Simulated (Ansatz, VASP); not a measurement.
## One calculation of BN, two programs

```xyz
4
Lattice="2.4463 0.0000 0.0000 -1.2232 2.1186 0.0000 0.0000 0.0000 7.2039" Properties=species:S:1:pos:R:3 pbc="T T T"
B     0.0000    1.4124    1.8010
B     1.2232    0.7062    5.4029
N     0.0000    1.4124    5.4029
N     1.2232    0.7062    1.8010
```

Alike in both runs: task single point; functional LDA; k mesh 12 × 12 × 4; occupations gaussian, width 0.05 eV; no spin polarisation.

|  | VASP | Ansatz |
| --- | --- | --- |
| version | VASP 6.6.1 | Ansatz 0.2.0 |
| potentials or method | VASP PAW LDA potentials, release 64 (B, N), cutoff 520 eV | scalar-relativistic, plane waves, PAW |
| valence electrons in the cell | 16 | 16 |

```csv
,VASP,Ansatz,Ansatz less VASP
gap on the k mesh at the Fermi level (eV),4.32,4.33,+0.013
least direct gap on the mesh (eV),4.69,4.70,+0.006
pressure (GPa),12.6,12.0,-0.57
"traceless stress, the component that is largest in VASP (GPa)",-14.19,-13.43,+0.769
```

Ansatz warns that its potentials were made for another functional, while VASP's fit it. LDA's correlation is that of Perdew and Zunger in VASP and of Perdew and Wang (1992) in Ansatz.
